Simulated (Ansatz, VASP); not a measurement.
One calculation of Te, two programs

```
Te
1.0
     4.48752    0.00000    0.00000
    -2.24376    3.88631    0.00000
     0.00000    0.00000    5.96424
Te
3
Direct
  0.74500 0.00000 0.33333
  0.00000 0.74500 0.66667
  0.25500 0.25500 0.00000
```

Change from the starting cell: volume scaled by 1.02, PAW files.

Alike in both runs: task electric field gradients; functional LDA; k mesh 9 × 9 × 6; occupations fermi-dirac, width 0.08 eV; no spin polarisation.

|  | VASP | Ansatz |
| --- | --- | --- |
| version | VASP 6.6.1 | Ansatz 0.2.0 |
| potentials or method | VASP PAW LDA potentials, release 64 (Te) | PAW with Ansatz's default frozen-core files, scalar-relativistic |
| plane-wave cutoff (eV) | 520 | 420 |
| valence electrons in the cell | 18 | 48 |

|  | VASP | Ansatz | Ansatz less VASP |
| --- | --- | --- | --- |
| pressure (GPa) | -1.1 | -1.3 | -0.14 |
| traceless stress, the component that is largest in VASP (GPa) | 0.12 | 0.03 | -0.084 |
| rms of the force components (eV/Å) | 0.222 | 0.201 | -0.0213 |
| size of Vzz on the site where it differs most (V/Å²) | 562.6 | 586.7 | +24.08 |

LDA's correlation is that of Perdew and Zunger in VASP and of Perdew and Wang (1992) in Ansatz. Atom by atom the forces differ by 0.021 eV/Å (rms over components). VASP's potentials hold 18 valence electrons a cell and Ansatz's 48, so a difference there can come from the potentials and not from the codes.

Spin-orbit coupling is off throughout.
